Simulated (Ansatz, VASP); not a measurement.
# Cu4Mo: VASP beside Ansatz

```
CELL_PARAMETERS angstrom
-2.37099 2.37099 3.59595
2.37099 -2.37099 3.59595
2.37099 2.37099 -3.59595
ATOMIC_POSITIONS crystal
Cu 0.66332 0.66332 0.00000
Cu 0.50000 0.00000 0.50000
Cu 0.00000 0.50000 0.50000
Cu 0.33668 0.33668 0.00000
Mo 0.00000 0.00000 0.00000
```

Change from the starting cell: species swapped into the PbF4 type (I4/mmm, No. 139).

Alike in both runs: functional PBE; k mesh 6 × 6 × 6; occupations gaussian, width 0.1 eV; no spin polarisation.

Ansatz relaxed the structure, and its values are those at the end. VASP's run is a single point on that final structure, the one shown.

|  | VASP | Ansatz |
| --- | --- | --- |
| version | VASP 6.6.1 | Ansatz 0.2.0 |
| potentials or method | VASP PAW PBE potentials, release 64 (Cu, Mo_sv), cutoff 520 eV | scalar-relativistic, plane waves, PAW |
| valence electrons in the cell | 58 | 90 |

VASP gave:

| Item | Value |
| --- | --- |
| gap on the k mesh at the Fermi level (eV) | none |
| pressure (GPa) | 0.4 |
| rms of the force components (eV/Å) | 0.004 |

Q: Estimate Ansatz's values.

A: gap on the k mesh at the Fermi level (eV): none; pressure (GPa): 0.0; rms of the force components (eV/Å): 0.001.

A gap of «none» marks a metal or a gap that the smearing closes. With one functional, cell and mesh, what is left measures potentials, basis and numerics. VASP's potentials hold 58 valence electrons a cell and Ansatz's 90, so a difference there can come from the potentials and not from the codes.
